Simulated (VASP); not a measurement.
Write the native input for VASP 6.6.1 that does the following.

| Property | Result |
| --- | --- |
| Task | single point |
| Functional | PBEsol |
| Potentials or basis | VASP PAW PBE potentials, release 64 (Nb_sv, H) |
| Cutoff | 520 eV |
| k mesh | 16 × 16 × 16 |
| Occupations | gaussian, width 0.15 eV |
| Spin | no spin polarisation |
| Dipole correction | no |
| Further INCAR settings | ALGO = Normal; EDIFF = 1e-06; NBANDS = 14 |

The structure of NbH2 lies in POSCAR:

```
NbH2
1.0
   -0.2662415493      2.1337724167      2.1337724167
    2.1337724167     -0.2662415493      2.1337724167
    2.1337724167      2.1337724167     -0.2662415493
Nb H
1 2
Direct
    0.0000000000      0.0000000000      0.0000000000
    0.2500000000      0.2500000000      0.2500000000
    0.7500000000      0.7500000000      0.7500000000
```

These files were run (other wordings do the same):

INCAR

```
SYSTEM = NbH2
PREC = Accurate ; ENCUT = 520
EDIFF = 1E-6 ; ISMEAR = 0
SIGMA = 0.15 ; LREAL = .FALSE.
LASPH = .TRUE. ; NELM = 100
ALGO = Normal ; ISIF = 2
LWAVE = .FALSE. ; LCHARG = .FALSE.
GGA = PS ; NBANDS = 14
```

KPOINTS

```
regular mesh
0
G
  16 16 16
  0 0 0
```

Potentials or basis: VASP PAW PBE potentials, release 64 (Nb_sv, H).

Run with:

```console
$ cat potpaw_PBE.64/Nb_sv/POTCAR potpaw_PBE.64/H/POTCAR > POTCAR
$ mpirun -np 1 vasp_std > vasp.out
```

It gave:

- Pressure: 8.0 GPa
- Largest force: 1.850 eV/Å
- Band gap on the k mesh: zero (an odd number of electrons rules out a gap without spin polarisation)

Caveat: the cell stands under pressure; the PAW data sets were made with another functional, which shifts forces and pressure a little; an odd number of electrons without spin polarisation forces a metal; a magnetic or distorted state may lie lower.

Wall time 37 s on 1 thread of Intel(R) Xeon(R) 6975P-C (Granite Rapids), on a shared host, peak memory 0.24 GiB.
